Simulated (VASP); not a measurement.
# LiF in VASP: single point with PBE

Aim: the single point of LiF with PBE.

Program: VASP 6.6.1. These are calculated values, not measurements. Logs are shortened: lines on timing, memory, paths and dates and some standing lists are left out, and cuts for length are marked.

### 1 The cell of the first run

The typed cell holds 8 atoms: a = 2.869 Å, b = 4.090 Å, c = 5.729 Å, α = 90.00°, β = 90.00°, γ = 90.00°.

The cell was built from a structure type or drawn by symmetry, and may not be a known phase.

### 2 Single point, PBE

Input file INCAR:

```
SYSTEM = LiF
PREC = Accurate ; ENCUT = 520
EDIFF = 1E-7 ; ISMEAR = 0
SIGMA = 0.1 ; LREAL = .FALSE.
LASPH = .TRUE. ; NELM = 80
ALGO = Normal ; ISIF = 2
LWAVE = .FALSE. ; LCHARG = .TRUE.
GGA = PE ; LELF = .TRUE.
LVHAR = .TRUE. ; NBANDS = 30
```

Input file KPOINTS:

```
Automatic mesh
0
G
  6 4 4
  0 0 0
```

Input file POSCAR:

```
LiF
1.0
    2.8691329743      0.0000000000      0.0000000000
    0.0000000000      4.0899301186      0.0000000000
    0.0000000000      0.0000000000      5.7290244791
Li F
4 4
Direct
    0.7500032575      0.4999750488      0.1249969348
    0.2500032575      0.0000249512      0.8750030652
    0.7499967425      0.5000249512      0.6249969348
    0.2499967425      0.9999750488      0.3750030652
    0.7499920272      0.0000199088      0.1250053896
    0.2499920272      0.4999800912      0.8749946104
    0.7500079728      0.9999800912      0.6250053896
    0.2500079728      0.5000199088      0.3749946104
```

Potentials or basis: VASP PAW PBE potentials, release 64 (Li_sv, F).

Started as:

```sh
cat potpaw_PBE.64/Li_sv/POTCAR potpaw_PBE.64/F/POTCAR > POTCAR
mpirun -np 1 vasp_std > vasp.out
```

OUTCAR:

```text
SYSTEM = LiF
   PREC = Accurate
   ENCUT = 520
   EDIFF = 1E-7
   ISMEAR = 0
   LREAL = .FALSE.
   LASPH = .TRUE.
   NELM = 80
   ISIF = 2
   GGA = PE

 ion  position               nearest neighbor table
   1  0.750  0.500  0.125-   8 2.03   6 2.03   8 2.03   6 2.03   5 2.04   5 2.05
   2  0.250  0.000  0.875-   7 2.03   5 2.03   7 2.03   5 2.03   6 2.04   6 2.05
   3  0.750  0.500  0.625-   6 2.03   8 2.03   6 2.03   8 2.03   7 2.04   7 2.05
   4  0.250  1.000  0.375-   5 2.03   7 2.03   5 2.03   7 2.03   8 2.04   8 2.05
   5  0.750  0.000  0.125-   4 2.03   2 2.03   4 2.03   2 2.03   1 2.04   1 2.05
   6  0.250  0.500  0.875-   3 2.03   1 2.03   3 2.03   1 2.03   2 2.04   2 2.05
   7  0.750  1.000  0.625-   2 2.03   4 2.03   2 2.03   4 2.03   3 2.04   3 2.05
   8  0.250  0.500  0.375-   1 2.03   3 2.03   1 2.03   3 2.03   4 2.04   4 2.05

  LATTYP: Found a simple orthorhombic cell.
 ALAT       =     2.8691329743
 B/A-ratio  =     1.4254934000
 C/A-ratio  =     1.9967790027

  Lattice vectors:

 A1 = (   2.8691329743,   0.0000000000,   0.0000000000)
 A2 = (   0.0000000000,   4.0899301186,   0.0000000000)
 A3 = (   0.0000000000,   0.0000000000,   5.7290244791)

Analysis of symmetry for initial positions (statically):
=====================================================================
 Subroutine PRICEL returns:
 Original cell was already a primitive cell.

 Routine SETGRP: Setting up the symmetry group for a
 simple orthorhombic supercell.

 Subroutine GETGRP returns: Found  4 space group operations
 (whereof  1 operations were pure point group operations)
 out of a pool of  8 trial point group operations.

The static configuration has the point symmetry C_1 .
 The point group associated with its full space group is D_2 .

Analysis of symmetry for dynamics (positions and initial velocities):
=====================================================================
 Subroutine PRICEL returns:
 Original cell was already a primitive cell.

 Routine SETGRP: Setting up the symmetry group for a
 simple orthorhombic supercell.

 Subroutine GETGRP returns: Found  4 space group operations
 (whereof  1 operations were pure point group operations)
 out of a pool of  8 trial point group operations.

The dynamic configuration has the point symmetry C_1 .
 The point group associated with its full space group is D_2 .

 Subroutine INISYM returns: Found  4 space group operations
 (whereof  1 operations are pure point group operations),
 and found     1 'primitive' translations

----------------------------------------------------------------------------------------

                                     Primitive cell

  volume of cell :      67.2275

  direct lattice vectors                    reciprocal lattice vectors
     2.869132974  0.000000000  0.000000000     0.348537349  0.000000000  0.000000000
     0.000000000  4.089930119  0.000000000     0.000000000  0.244502955  0.000000000
     0.000000000  0.000000000  5.729024479     0.000000000  0.000000000  0.174549787

  length of vectors
     2.869132974  4.089930119  5.729024479     0.348537349  0.244502955  0.174549787

  position of ions in fractional coordinates (direct lattice)
     0.750003257  0.499975049  0.124996935
     0.250003257  0.000024951  0.875003065
     0.749996743  0.500024951  0.624996935
     0.249996743  0.999975049  0.375003065
     0.749992027  0.000019909  0.125005390
     0.249992027  0.499980091  0.874994610
     0.750007973  0.999980091  0.625005390
     0.250007973  0.500019909  0.374994610

  ion indices of the primitive-cell ions
   primitive index   ion index
                 1           1
                 2           2
                 3           3
                 4           4
                 5           5
                 6           6
                 7           7
                 8           8

----------------------------------------------------------------------------------------

 KPOINTS: Automatic mesh

Automatic generation of k-mesh.
 Grid dimensions read from file:
 generate k-points for:    6    4    4

 Generating k-lattice:

  Cartesian coordinates                     Fractional coordinates (reciprocal lattice)
     0.058089558  0.000000000  0.000000000     0.166666667  0.000000000  0.000000000
     0.000000000  0.061125739  0.000000000     0.000000000  0.250000000  0.000000000
     0.000000000  0.000000000  0.043637447     0.000000000  0.000000000  0.250000000

  Length of vectors
     0.058089558  0.061125739  0.043637447

  Shift w.r.t. Gamma in fractional coordinates (k-lattice)
     0.000000000  0.000000000  0.000000000

 Subroutine IBZKPT returns following result:
 ===========================================

 Found     36 irreducible k-points:

 Following reciprocal coordinates:
            Coordinates               Weight
  0.000000  0.000000  0.000000      1.000000
  0.166667  0.000000  0.000000      2.000000
  0.333333  0.000000  0.000000      2.000000
  0.500000  0.000000  0.000000      1.000000
  0.000000  0.250000  0.000000      2.000000
  0.166667  0.250000  0.000000      4.000000
[... 16 lines left out ...]
  0.333333  0.500000  0.250000      4.000000
  0.500000  0.500000  0.250000      2.000000
 [... further k-points ...]
   k-points           NKPTS =     36   k-points in BZ     NKDIM =     36   number of bands    NBANDS=     30
   number of dos      NEDOS =    301   number of ions     NIONS =      8
   total plane-waves  NPLWV =  34560
   dimension x,y,z NGX =    24 NGY =   30 NGZ =   48
   dimension x,y,z NGXF=    48 NGYF=   60 NGZF=   96
   ions per type =               4   4
   NGX,Y,Z   is equivalent  to a cutoff of  13.91, 12.19, 13.93 a.u.
   NGXF,Y,Z  is equivalent  to a cutoff of  27.81, 24.39, 27.86 a.u.
 SYSTEM =  LiF
   PREC   = accura    normal or accurate (medium, high low for compatibility)
   ISTART =      0    job   : 0-new  1-cont  2-samecut
   ICHARG =      2    charge: 1-file 2-atom 10-const
   ISPIN  =      1    spin polarized calculation?
   LNONCOLLINEAR =      F non collinear calculations
   LSORBIT =      F    spin-orbit coupling
   LASPH  =      T    aspherical Exc in radial PAW
   ENCUT  =  520.0 eV  38.22 Ry    6.18 a.u.   5.33  7.60 10.65*2*pi/ulx,y,z
   NELM   =     80;   NELMIN=  2; NELMDL= -5     # of ELM steps
   EDIFF  = 0.1E-06   stopping-criterion for ELM
   LREAL  =      F    real-space projection
   EDIFFG = 0.1E-05   stopping-criterion for IOM
   NSW    =      0    number of steps for IOM
   IBRION =     -1    ionic relax: 0-MD 1-quasi-New 2-CG
   NFREE  =      0    steps in history (QN), initial steepest desc. (CG)
   ISIF   =      2    stress and relaxation
   ISYM   =      2    0-nonsym 1-usesym 2-fastsym
   POTIM  = 0.5000    time-step for ionic-motion
   TEBEG  =    0.0;   TEEND  =   0.0 temperature during run
   PSTRESS=    0.0 pullay stress
   NELECT =      40.0000    total number of electrons
   NUPDOWN=      -1.0000    fix difference up-down
   EMIN   =  10.00;   EMAX   =-10.00  energy-range for DOS
   EFERMI =   0.00;   METHOD = LEGACY
   ISMEAR =     0;   SIGMA  =   0.10  broadening in eV -4-tet -1-fermi 0-gaus
   EFERMI_NEDOS =   21; number of points for ismear=-14 and -15
   IALGO  =     38    algorithm
   IMIX   =      4    mixing-type and parameters
     AMIX     =   0.40;   BMIX     =  1.00
     AMIX_MAG =   1.60;   BMIX_MAG =  1.00
  volume/ion in A,a.u.               =       8.40        56.71
  Fermi-wavevector in a.u.,A,eV,Ry     =   1.376932  2.602024 25.795844  1.895941
  Thomas-Fermi vector in A             =   2.502131
   LORBIT       =      0    0 simple, 1 ext, 2 COOP (PROOUT), +10 PAW based schemes
   GGA     = PE    functional components
   LHFCALC =     F    Hartree Fock is set to
   AEXX    =    0.0000 exact exchange contribution
   IVDW    =     0    specifies the selected vdW correction
   LEPSILON=     F    determine dielectric tensor
   LRPA    =     F    only Hartree local field effects (RPA)
 non-spin polarized calculation
 Gauss-broadening in eV      SIGMA  =   0.10
  energy-cutoff  :      520.00
  volume of cell :       67.23
 maximum number of plane-waves:      1840
 NGX is ok and might be reduce to    24
   NGX = 11   NGY = 15   NGZ = 21

 number of electron      39.9999961 magnetization

 Free energy of the ion-electron system (eV)
  ---------------------------------------------------
  ext. energy  EPLUGINS =         0.00000000
  ---------------------------------------------------
  free energy    TOTEN  =       -38.56273553 eV

  energy without entropy =      -38.56273553  energy(sigma->0) =      -38.56273553

 E-fermi :  -0.5933     XC(G=0):  -9.8454

 val. band max:       -1.1735441314   @ k =   0.0000   0.0000   0.0000
 cond. band min:       7.6538130594   @ k =   0.0000   0.0000   0.0000
 fundamental gap:      8.8273571908
 Fermi energy:        -0.5933076576

 k-point     1 :       0.0000    0.0000    0.0000
  band No.  band energies     occupation
      1     -42.1716      2.00000
      2     -42.1205      2.00000
      3     -42.1205      2.00000
      4     -42.1075      2.00000
      5     -21.0845      2.00000
      6     -20.6490      2.00000
[... 22 lines left out ...]
     29      17.9160      0.00000
     30      17.9297      0.00000

 k-point     2 :       0.1667    0.0000    0.0000
  band No.  band energies     occupation
      1     -42.1626      2.00000
      2     -42.1169      2.00000
      3     -42.1169      2.00000
      4     -42.1071      2.00000
      5     -21.0168      2.00000
      6     -20.5940      2.00000
[... 22 lines left out ...]
     29      17.4180      0.00000
     30      17.4183      0.00000

 k-point     3 :       0.3333    0.0000    0.0000
  band No.  band energies     occupation
      1     -42.1415      2.00000
      2     -42.1094      2.00000
      3     -42.1094      2.00000
      4     -42.1094      2.00000
      5     -20.8464      2.00000
      6     -20.5115      2.00000
[... 22 lines left out ...]
     29      16.4139      0.00000
     30      16.4142      0.00000

 k-point     4 :       0.5000    0.0000    0.0000
  band No.  band energies     occupation
      1     -42.1207      2.00000
      2     -42.1207      2.00000
      3     -42.1057      2.00000
      4     -42.1057      2.00000
      5     -20.6516      2.00000
      6     -20.6516      2.00000
[... 22 lines left out ...]
     29      15.9308      0.00000
     30      15.9308      0.00000

 k-point     5 :       0.0000    0.2500    0.0000
  band No.  band energies     occupation
      1     -42.1617      2.00000
      2     -42.1201      2.00000
      3     -42.1201      2.00000
      4     -42.1164      2.00000
      5     -21.0063      2.00000
      6     -20.6595      2.00000
[... 22 lines left out ...]
     29      17.6904      0.00000
     30      17.7105      0.00000
[... 526 lines left out ...]
     29      17.5876      0.00000
     30      17.5878      0.00000

 k-point    22 :       0.1667    0.5000    0.2500
  band No.  band energies     occupation
      1     -42.1314      2.00000
      2     -42.1314      2.00000
      3     -42.1186      2.00000
      4     -42.1186      2.00000
      5     -20.7440      2.00000
      6     -20.7440      2.00000
[... 22 lines left out ...]
     29      17.7112      0.00000
     30      17.7122      0.00000

 k-point    23 :       0.3333    0.5000    0.2500
  band No.  band energies     occupation
      1     -42.1222      2.00000
      2     -42.1222      2.00000
      3     -42.1109      2.00000
      4     -42.1109      2.00000
      5     -20.6750      2.00000
      6     -20.6750      2.00000
[... 22 lines left out ...]
     29      17.4093      0.00000
     30      17.4093      0.00000

 k-point    24 :       0.5000    0.5000    0.2500
  band No.  band energies     occupation
      1     -42.1177      2.00000
      2     -42.1177      2.00000
      3     -42.1071      2.00000
      4     -42.1071      2.00000
      5     -20.6403      2.00000
      6     -20.6403      2.00000
[... 22 lines left out ...]
     29      16.7359      0.00000
     30      16.7359      0.00000

 [... further k-points ...]

------------------------ aborting loop because EDIFF is reached ----------------------------------------

  FORCE on cell =-STRESS in cart. coord.  units (eV):
  Direction    XX          YY          ZZ          XY          YZ          ZX
  --------------------------------------------------------------------------------------
  -------------------------------------------------------------------------------------
  Total       -0.1104969     -0.2990834     -0.0255266      0.0000000      0.0000000      0.0000000
  in kB       -2.6333795     -7.1278024     -0.6083543      0.0000000      0.0000000      0.0000000
  external PRESSURE =      -3.4565120 kB  Pullay stress =       0.0000000 kB

 VOLUME and BASIS-vectors are now :
 -----------------------------------------------------------------------------
  energy-cutoff  :      520.00
  volume of cell :       67.23
      direct lattice vectors                 reciprocal lattice vectors
     2.869132974  0.000000000  0.000000000     0.348537349  0.000000000  0.000000000
     0.000000000  4.089930119  0.000000000     0.000000000  0.244502955  0.000000000
     0.000000000  0.000000000  5.729024479     0.000000000  0.000000000  0.174549787

 POSITION                                       TOTAL-FORCE (eV/Angst)
 -----------------------------------------------------------------------------------
      2.15186      2.04486      0.71611        -0.000027      0.000257      0.000026
      0.71729      0.00010      5.01291        -0.000027     -0.000257     -0.000026
      2.15184      2.04507      3.58062         0.000027     -0.000257      0.000026
      0.71727      4.08983      2.14840         0.000027      0.000257     -0.000026
      2.15183      0.00008      0.71616         0.000066     -0.000371     -0.000119
      0.71726      2.04488      5.01287         0.000066      0.000371      0.000119
      2.15187      4.08985      3.58067        -0.000066      0.000371     -0.000119
      0.71731      2.04505      2.14835        -0.000066     -0.000371      0.000119
 -----------------------------------------------------------------------------------
    total drift:                               -0.000000      0.000000      0.000000

  FREE ENERGIE OF THE ION-ELECTRON SYSTEM (eV)
  ---------------------------------------------------
  free  energy   TOTEN  =       -38.5627355257 eV

  energy  without entropy=      -38.5627355257  energy(sigma->0) =      -38.56273553
```

Run time: 40 s. Hardware: 1 thread of Intel Xeon Platinum 8559C (Emerald Rapids), shared host; peak memory 0.2 GiB.

Results:

- Free energy: -38.5627 eV
- Band gap on the k mesh: 8.83 eV

Caveat: the cutoff is under 1.25 times the usual one of these potentials, so pressure, stress and relaxed cells hold a basis-set (Pulay) error.
